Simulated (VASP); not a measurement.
A run of VASP 6.6.1 is set up as follows.

The input INCAR:

```
  PREC = Accurate
  ENCUT = 520
  EDIFF = 1E-6
  ISMEAR = 0
  SIGMA = 0.05
  LREAL = False
  LASPH = True
  NELM = 80
  ALGO = Normal
  ISIF = 2
  LWAVE = False
  LCHARG = False
  GGA = PE
  NBANDS = 11
```

File KPOINTS:

```
Automatic mesh
0
Gamma
  16 16 16
```

The input POSCAR:

```
BN
1.0
    0.0000000000      1.8361920396      1.8361920396
    1.8361920396      0.0000000000      1.8361920396
    1.8361920396      1.8361920396      0.0000000000
B N
1 1
Direct
    0.0000000000      0.0000000000      0.0000000000
    0.7500000000      0.7500000000      0.7500000000
```

Potentials or basis: VASP PAW PBE potentials, release 64 (B, N).

Run with:

```bash
$ cat potpaw_PBE.64/B/POTCAR potpaw_PBE.64/N/POTCAR > POTCAR
$ mpirun -np 1 vasp_std > vasp.out
```

Q: Predict the pressure.

A: -13.4 GPa.

Q: What does it give for the band gap on the k mesh?

A: 4.41 eV, indirect (least direct gap 8.60 eV).

 A k mesh can miss the band edges.
